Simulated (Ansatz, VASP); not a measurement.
## Ag: VASP beside Ansatz

Contents of INCAR:

```
ALGO     = Normal         # electronic algorithm
EDIFF    = 1E-7           # SCF threshold, eV
ENCUT    = 520            # plane-wave cutoff, eV
ISIF     = 2              # what is computed and relaxed
ISMEAR   = -1             # smearing method
LASPH    = True           # aspherical terms in the spheres
LCHARG   = False          # write CHGCAR
LREAL    = False          # projectors in reciprocal space
LWAVE    = False          # write WAVECAR
NBANDS   = 18             # bands
NELM     = 60             # most SCF steps
PREC     = Accurate       # precision mode
SIGMA    = 0.1            # smearing width, eV
```

File KPOINTS:

```
k-points
0
Gamma
  10 10 10
```

The input POSCAR:

```
Ag
1.0
    0.0000000000      2.9249412899      2.9249412899
    2.9249412899      0.0000000000      2.9249412899
    2.9249412899      2.9249412899      0.0000000000
Ag
2
Direct
    0.1250000000      0.1250000000      0.1250000000
    0.8750000000      0.8750000000      0.8750000000
```

Input for Ansatz:

```yaml
crystal:
  lattice:
    - [0.0, 2.9249412899, 2.9249412899]
    - [2.9249412899, 0.0, 2.9249412899]
    - [2.9249412899, 2.9249412899, 0.0]
  atoms:
    - { symbol: Ag, position: [0.125, 0.125, 0.125] }
    - { symbol: Ag, position: [0.875, 0.875, 0.875] }
hamiltonian:
  xc: lda
  pseudopotentials:
    kind: paw
    azcp:
      Ag: "pseudopotentials/Ag.paw.azcp"
basis:
  ecutwfc: 420
  fft_grid_basis: typed
kpoints:
  mp_grid: { grid: [10, 10, 10], shift: [0, 0, 0] }
magnetization:
  spin_polarized: false
scf:
  occupations: { method: fermi_dirac, width: 0.1 }
  lower_state_search: "off"
output:
  stress: true
  write_density: true
  write_potential: true
  elf: true
  volumetric_format: npy
```

Alike in both runs: task single point; functional LDA; k mesh 10 × 10 × 10; occupations fermi-dirac, width 0.1 eV; no spin polarisation.

```csv
,VASP,Ansatz
version,VASP 6.6.1,Ansatz 0.2.0
potentials or method,"VASP PAW LDA potentials, release 64 (Ag), cutoff 520 eV","plane waves (420 eV) with PAW, scalar-relativistic"
valence electrons in the cell,22,38
```

```csv
,VASP,Ansatz,Ansatz less VASP
pressure (GPa),2.4,2.4,-0.01
```

Ansatz warns that its potentials were made for another functional, while VASP's fit it. LDA's correlation is that of Perdew and Zunger in VASP and of Perdew and Wang (1992) in Ansatz. VASP's potentials hold 22 valence electrons a cell and Ansatz's 38, so a difference there can come from the potentials and not from the codes.
